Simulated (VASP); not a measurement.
# Yb (C2/m) in VASP: notebook, part 3 of 3

VASP 6.6.1.

### Step 4. Single point, PBE (engineering shear strain xz -0.2200, normal strain along z -0.0825)

The input, INCAR:

```
SYSTEM = Yb
  PREC = Accurate
  ENCUT = 520
  EDIFF = 1E-6
  ISMEAR = 0
  SIGMA = 0.15
  LREAL = .False.
  LASPH = .True.
  NELM = 60
  ALGO = Fast
  ISIF = 2
  LWAVE = .False.
  LCHARG = .True.
  GGA = PE
  LELF = .True.
  LVHAR = .True.
  NBANDS = 18
```

The input, KPOINTS:

```
Automatic mesh
0
Gamma
  14 14 14
  0 0 0
```

The input, POSCAR:

```
Yb
1.0
   -0.2872968390      2.6117894455      2.3963168162
    2.3244926065      0.0000000000      2.1090199772
    2.6117894455      2.6117894455     -0.2872968390
Yb
1
Direct
    0.0000000000      0.0000000000      0.0000000000
```

Potentials or basis: VASP PAW PBE potentials, release 64 (Yb).

Run with:

```bash
$ cat potpaw_PBE.64/Yb/POTCAR > POTCAR
$ mpirun -np 1 vasp_std > vasp.out
```

OUTCAR:

```text
SYSTEM = Yb
   PREC = Accurate
   ENCUT = 520
   EDIFF = 1E-6
   ISMEAR = 0
   LREAL = .False.
   LASPH = .True.
   NELM = 60
   ISIF = 2
   GGA = PE

 ion  position               nearest neighbor table
   1  0.000  0.000  0.000-

  LATTYP: Found a base centered monoclinic cell.
 ALAT       =     4.8269550474
 B/A-ratio  =     1.0821685389
 C/A-ratio  =     0.6502374821
 COS(beta)  =    -0.5790100746

  Lattice vectors:

 A1 = (   0.2872968390,  -2.6117894455,  -2.3963168162)
 A2 = (   0.2872968390,   2.6117894455,  -2.3963168162)
 A3 = (   2.3244926065,   0.0000000000,   2.1090199772)

Analysis of symmetry for initial positions (statically):
=====================================================================
 Subroutine PRICEL returns:
 Original cell was already a primitive cell.

 Routine SETGRP: Setting up the symmetry group for a
 base centered monoclinic supercell.

 Subroutine GETGRP returns: Found  4 space group operations
 (whereof  4 operations were pure point group operations)
 out of a pool of  4 trial point group operations.

The static configuration has the point symmetry C_2h.

Analysis of symmetry for dynamics (positions and initial velocities):
=====================================================================
 Subroutine PRICEL returns:
 Original cell was already a primitive cell.

 Routine SETGRP: Setting up the symmetry group for a
 base centered monoclinic supercell.

 Subroutine GETGRP returns: Found  4 space group operations
 (whereof  4 operations were pure point group operations)
 out of a pool of  4 trial point group operations.

The dynamic configuration has the point symmetry C_2h.

 Subroutine INISYM returns: Found  4 space group operations
 (whereof  4 operations are pure point group operations),
 and found     1 'primitive' translations

----------------------------------------------------------------------------------------

                                     Primitive cell

  volume of cell :      32.2615

  direct lattice vectors                    reciprocal lattice vectors
    -0.287296839  2.611789445  2.396316816    -0.170739452  0.191439628  0.188183421
     2.324492606  0.000000000  2.109019977     0.217256702 -0.191439628  0.234700671
     2.611789445  2.611789445 -0.287296839     0.170739452  0.191439628 -0.188183421

  length of vectors
     3.556166175  3.138667096  3.704784432     0.318141622  0.372738528  0.318141622

  position of ions in fractional coordinates (direct lattice)
     0.000000000  0.000000000  0.000000000

  ion indices of the primitive-cell ions
   primitive index   ion index
                 1           1

----------------------------------------------------------------------------------------

 KPOINTS: Automatic mesh

Automatic generation of k-mesh.
 Grid dimensions read from file:
 generate k-points for:   14   14   14

 Generating k-lattice:

  Cartesian coordinates                     Fractional coordinates (reciprocal lattice)
    -0.012195675  0.013674259  0.013441673     0.071428571  0.000000000  0.000000000
     0.015518336 -0.013674259  0.016764334     0.000000000  0.071428571 -0.000000000
     0.012195675  0.013674259 -0.013441673     0.000000000 -0.000000000  0.071428571

  Length of vectors
     0.022724402  0.026624181  0.022724402

  Shift w.r.t. Gamma in fractional coordinates (k-lattice)
     0.000000000  0.000000000  0.000000000

 Subroutine IBZKPT returns following result:
 ===========================================

 Found    744 irreducible k-points:

 Following reciprocal coordinates:
            Coordinates               Weight
  0.000000  0.000000  0.000000      1.000000
  0.071429  0.000000  0.000000      4.000000
  0.142857  0.000000 -0.000000      4.000000
  0.214286  0.000000  0.000000      4.000000
  0.285714  0.000000  0.000000      4.000000
  0.357143  0.000000 -0.000000      4.000000
[... 16 lines left out ...]
  0.000000  0.142857 -0.000000      4.000000
  0.071429  0.142857 -0.000000      4.000000
 [... further k-points ...]
   k-points           NKPTS =    744   k-points in BZ     NKDIM =    744   number of bands    NBANDS=     18
   number of dos      NEDOS =    301   number of ions     NIONS =      1
   total plane-waves  NPLWV =  18816
   dimension x,y,z NGX =    28 NGY =   24 NGZ =   28
   dimension x,y,z NGXF=    56 NGYF=   48 NGZF=   56
   ions per type =               1
   NGX,Y,Z   is equivalent  to a cutoff of  13.09, 12.71, 12.56 a.u.
   NGXF,Y,Z  is equivalent  to a cutoff of  26.18, 25.42, 25.13 a.u.
 SYSTEM =  Yb
   PREC   = accura    normal or accurate (medium, high low for compatibility)
   ISTART =      0    job   : 0-new  1-cont  2-samecut
   ICHARG =      2    charge: 1-file 2-atom 10-const
   ISPIN  =      1    spin polarized calculation?
   LNONCOLLINEAR =      F non collinear calculations
   LSORBIT =      F    spin-orbit coupling
   LASPH  =      T    aspherical Exc in radial PAW
   ENCUT  =  520.0 eV  38.22 Ry    6.18 a.u.   6.61  5.84  6.89*2*pi/ulx,y,z
   NELM   =     60;   NELMIN=  2; NELMDL= -5     # of ELM steps
   EDIFF  = 0.1E-05   stopping-criterion for ELM
   LREAL  =      F    real-space projection
   EDIFFG = 0.1E-04   stopping-criterion for IOM
   NSW    =      0    number of steps for IOM
   IBRION =     -1    ionic relax: 0-MD 1-quasi-New 2-CG
   NFREE  =      0    steps in history (QN), initial steepest desc. (CG)
   ISIF   =      2    stress and relaxation
   ISYM   =      2    0-nonsym 1-usesym 2-fastsym
   POTIM  = 0.5000    time-step for ionic-motion
   TEBEG  =    0.0;   TEEND  =   0.0 temperature during run
   PSTRESS=    0.0 pullay stress
   NELECT =      24.0000    total number of electrons
   NUPDOWN=      -1.0000    fix difference up-down
   EMIN   =  10.00;   EMAX   =-10.00  energy-range for DOS
   EFERMI =   0.00;   METHOD = LEGACY
   ISMEAR =     0;   SIGMA  =   0.15  broadening in eV -4-tet -1-fermi 0-gaus
   EFERMI_NEDOS =   21; number of points for ismear=-14 and -15
   IALGO  =     68    algorithm
   IMIX   =      4    mixing-type and parameters
     AMIX     =   0.40;   BMIX     =  1.00
     AMIX_MAG =   1.60;   BMIX_MAG =  1.00
  volume/ion in A,a.u.               =      32.26       217.71
  Fermi-wavevector in a.u.,A,eV,Ry     =   1.483373  2.803168 29.938182  2.200394
  Thomas-Fermi vector in A             =   2.597042
   LORBIT       =      0    0 simple, 1 ext, 2 COOP (PROOUT), +10 PAW based schemes
   GGA     = PE    functional components
   LHFCALC =     F    Hartree Fock is set to
   AEXX    =    0.0000 exact exchange contribution
   IVDW    =     0    specifies the selected vdW correction
   LEPSILON=     F    determine dielectric tensor
   LRPA    =     F    only Hartree local field effects (RPA)
 non-spin polarized calculation
 RMM-DIIS sequential band-by-band and
 Gauss-broadening in eV      SIGMA  =   0.15
  energy-cutoff  :      520.00
  volume of cell :       32.26
 maximum number of plane-waves:       884
   NGX = 13   NGY = 11   NGZ = 13

 number of electron      24.0000007 magnetization

 Free energy of the ion-electron system (eV)
  ---------------------------------------------------
  ext. energy  EPLUGINS =         0.00000000
  ---------------------------------------------------
  free energy    TOTEN  =        -3.38390013 eV

  energy without entropy =       -3.36661761  energy(sigma->0) =       -3.37525887

 E-fermi :   1.8091     XC(G=0):  -9.9151

 val. band max:        1.8052246065   @ k =   0.3571  -0.2857   0.2143
 cond. band min:       1.8100104375   @ k =   0.4286   0.4286  -0.0000
 fundamental gap:      0.0047858310
 Fermi energy:         1.8091300508

 k-point     1 :       0.0000    0.0000    0.0000
  band No.  band energies     occupation
      1     -49.8427      2.00000
      2     -21.9642      2.00000
      3     -21.9526      2.00000
      4     -21.8100      2.00000
      5      -3.4390      2.00000
      6       1.2462      2.00000
[... 10 lines left out ...]
     17       8.0107      0.00000
     18      11.4999      0.00000
[... 463 lines left out ...]
 k-point    24 :       0.0714    0.1429   -0.0000
  band No.  band energies     occupation
      1     -49.8309      2.00000
      2     -22.0032      2.00000
      3     -21.9579      2.00000
      4     -21.9560      2.00000
      5      -2.8272      2.00000
      6       1.2521      2.00000
[... 10 lines left out ...]
     17       7.1240      0.00000
     18      12.5932      0.00000

 [... further k-points ...]

------------------------ aborting loop because EDIFF is reached ----------------------------------------

  FORCE on cell =-STRESS in cart. coord.  units (eV):
  Direction    XX          YY          ZZ          XY          YZ          ZX
  --------------------------------------------------------------------------------------
  -------------------------------------------------------------------------------------
  Total        0.8274390      0.0743461      0.6657893      0.0000000      0.0000000      1.4990574
  in kB       41.0924076      3.6921866     33.0645335      0.0000000      0.0000000     74.4464290
  external PRESSURE =      25.9497092 kB  Pullay stress =       0.0000000 kB

 VOLUME and BASIS-vectors are now :
 -----------------------------------------------------------------------------
  energy-cutoff  :      520.00
  volume of cell :       32.26
      direct lattice vectors                 reciprocal lattice vectors
    -0.287296839  2.611789445  2.396316816    -0.170739452  0.191439628  0.188183421
     2.324492606  0.000000000  2.109019977     0.217256702 -0.191439628  0.234700671
     2.611789445  2.611789445 -0.287296839     0.170739452  0.191439628 -0.188183421

 POSITION                                       TOTAL-FORCE (eV/Angst)
 -----------------------------------------------------------------------------------
      0.00000      0.00000      0.00000         0.000000      0.000000     -0.000000
 -----------------------------------------------------------------------------------
    total drift:                               -0.000000     -0.000000     -0.000000

  FREE ENERGIE OF THE ION-ELECTRON SYSTEM (eV)
  ---------------------------------------------------
  free  energy   TOTEN  =        -3.3839001292 eV

  energy  without entropy=       -3.3666176094  energy(sigma->0) =       -3.37525887
```

OSZICAR:

```text
N       E                     dE             d eps       ncg     rms          rms(c)
DAV:   1     0.113649263065E+03    0.11365E+03   -0.86760E+03 33758   0.909E+03
DAV:   2     0.116531534656E+02   -0.10200E+03   -0.98651E+02 33802   0.553E+02
DAV:   3    -0.105747306493E+01   -0.12711E+02   -0.12540E+02 39244   0.116E+02
[... 28 lines left out ...]
RMM:  32    -0.338389466971E+01   -0.20741E-05   -0.23112E-05 37156   0.106E-01    0.166E-02
RMM:  33    -0.338389665109E+01   -0.19814E-05   -0.17315E-05 36098   0.923E-02    0.124E-02
RMM:  34    -0.338389816197E+01   -0.15109E-05   -0.14576E-05 35595   0.830E-02    0.103E-02
RMM:  35    -0.338389917571E+01   -0.10137E-05   -0.11331E-05 35120   0.735E-02    0.129E-02
RMM:  36    -0.338390012923E+01   -0.95352E-06   -0.95204E-06 34722   0.666E-02
   1 F= -.33839001E+01 E0= -.33752589E+01  d E =-.172825E-01
```

stdout:

```text
POSCAR found type information on POSCAR Yb
 POSCAR found :  1 types and       1 ions
 scaLAPACK will be used
 LDA part: xc-table for (Slater+PW92), standard interpolation
 POSCAR, INCAR and KPOINTS ok, starting setup
 FFT: planning ... GRIDC
 FFT: planning ... GRID_SOFT
 FFT: planning ... GRID
 WAVECAR not read
 entering main loop
WARNING in EDDRMM: call to ZHEGV failed, returncode =   8  4      5
WARNING in EDDRMM: call to ZHEGV failed, returncode =   8  4      5
```

Run time: 8.8 min. Hardware: 1 thread of Intel Xeon 6975P-C (Granite Rapids), shared host; peak memory 0.57 GiB.

What came out:

```yaml
Free_energy: -3.3839 eV
Pressure: 2.6 GPa
Band_gap_on_the_k_mesh: zero (bands 12 and 13 overlap by 1.02 eV)
```

Levels at points of the mesh, in eV from the Fermi level:
```
           k point  band 8  band 9  band 10  band 11  band 12  band 13  band 14  band 15  band 16  band 17
(0.00, 0.00, 0.00)   -0.41   -0.36    -0.31    -0.31    -0.29     1.83     2.13     4.95     5.28     6.20
(0.50, 0.00, 0.00)   -0.42   -0.39    -0.32    -0.31    -0.31     0.19     1.76     4.80     5.79     7.72
(0.00, 0.50, 0.00)   -0.45   -0.38    -0.32    -0.31    -0.29     1.64     1.66     3.44     6.12     7.13
(0.50, 0.50, 0.00)   -0.43   -0.36    -0.33    -0.33    -0.31    -0.21     3.31     6.01     7.46     7.64
(0.50, 0.00, 0.50)   -0.40   -0.39    -0.37    -0.33    -0.32    -0.08     1.88     6.29     7.27     7.58
(0.00, 0.50, 0.50)   -0.41   -0.35    -0.34    -0.34    -0.33     0.17     2.16     6.57     6.79     6.87
```

Caveat: the cell differs from its parent crystal (engineering shear strain xz -0.2200, normal strain along z -0.0825); spin-orbit coupling is left out, which moves the levels of the heavy elements.

### Step 5. Summary

```tsv
cell	further INCAR settings	gap on the mesh (eV)	pressure (GPa)
a = 3.503, b = 3.192, c = 3.700 Å, angles 60.6, 63.6, 66.9°, 1 atom	ALGO = Fast; EDIFF = 1e-07; NBANDS = 18	none	3.6
a = 3.499, b = 3.294, c = 3.696 Å, angles 59.8, 61.8, 65.9°, 1 atom	ALGO = Fast; EDIFF = 1e-06; NBANDS = 18	none	2.8
a = 3.556, b = 3.139, c = 3.705 Å, angles 62.0, 65.9, 66.9°, 1 atom	ALGO = Fast; EDIFF = 1e-06; NBANDS = 18	none	2.6
```

Alike in all rows: task single point; level PBE; potentials or basis VASP PAW PBE potentials, release 64 (Yb); no spin polarisation; k mesh 14 × 14 × 14; cutoff (eV) 520; smearing gaussian 0.15 eV.

Caveats: spin-orbit coupling is left out, which moves the levels of the heavy elements; the cell stands under pressure (at least some runs).

Total energies depend on the potentials used, so only differences within one code and one set of settings carry meaning.
